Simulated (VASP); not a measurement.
Write the native input for VASP 6.6.1 that does the following.

```yaml
Task: relaxation of cell and atoms
Functional: PBE
Potentials_or_basis: VASP PAW PBE potentials, release 64 (Mo_sv)
Cutoff: 500 eV
k_mesh: 12 × 12 × 12
Occupations: methfessel-paxton, width 0.15 eV
Spin: no spin polarisation
Target_pressure: 4 GPa
Dipole_correction: no
Further_INCAR_settings: ALGO = Normal; EDIFF = 1e-07; IBRION = 2; EDIFFG = -0.01; NSW = 80; ISIF = 3
```

The structure of Mo lies in POSCAR:

```
Mo
1.0
    2.7252350213     -0.0000000151     -0.0000000261
   -0.9084116596      2.5693762236     -0.0000000261
   -0.9084116596     -1.2846880741      2.2251451033
Mo
1
Direct
    0.0000000000      0.0000000000      0.0000000000
```

These files were run (other wordings do the same):

INCAR

```
SYSTEM = Mo
PREC = Accurate
ENCUT = 500
EDIFF = 1E-7
ISMEAR = 1
SIGMA = 0.15
LREAL = .FALSE.
LASPH = .TRUE.
NELM = 120
ALGO = Normal
ISIF = 3
LWAVE = .FALSE.
LCHARG = .FALSE.
GGA = PE
IBRION = 2
NSW = 80
EDIFFG = -0.01
PSTRESS = 40.0
GGA_COMPAT = .FALSE.
NELMIN = 4
```

KPOINTS

```
regular mesh
0
G
  12 12 12
  0 0 0
```

Potentials or basis: VASP PAW PBE potentials, release 64 (Mo_sv).

Launch:

```console
$ cat potpaw_PBE.64/Mo_sv/POTCAR > POTCAR
$ mpirun -np 1 vasp_std > vasp.out
```

Results of the run:

The pressure after relaxing is 3.9 GPa and the band gap on the k mesh is zero (band 7 reaches 16.65 eV, above the bottom of band 8 at 11.28 eV).

Caveat: the relaxation stopped at its first step, so nothing moved; the cell is relaxed towards a set pressure, so the enthalpy falls and the energy may rise.

Wall time 25 s on 1 thread of AMD EPYC 7R13, on a shared host, peak memory 0.1 GiB.
